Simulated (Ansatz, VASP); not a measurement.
## Cu: VASP beside Ansatz

```
Cu
1.0
     0.00000    1.90823    1.55311
     1.90823    0.00000    1.55311
     1.90823    1.90823    0.00000
Cu
1
Direct
  0.00000 0.00000 0.00000
```

Alike in both runs: task single point; functional PBEsol; k mesh 24 × 24 × 24; occupations gaussian, width 0.15 eV; no spin polarisation.

|  | VASP | Ansatz |
| --- | --- | --- |
| version | VASP 6.6.1 | Ansatz 0.2.0 |
| potentials or method | VASP PAW PBE potentials, release 64 (Cu), cutoff 520 eV | scalar-relativistic, plane waves, PAW |
| valence electrons in the cell | 11 | 19 |

```csv
,VASP,Ansatz,Ansatz less VASP
gap on the k mesh at the Fermi level (eV),none,none,-
pressure (GPa),1.5,0.6,-0.92
"traceless stress, the component that is largest in VASP (GPa)",2.07,2.07,-0.002
```

VASP's potentials were made for PBE, not for PBEsol, and Ansatz warns of the same on its side. A gap of «none» marks a metal or a gap that the smearing closes. The functional is the same, so the differences come from potentials, cutoffs and numerics. VASP's potentials hold 11 valence electrons a cell and Ansatz's 19, so a difference there can come from the potentials and not from the codes.
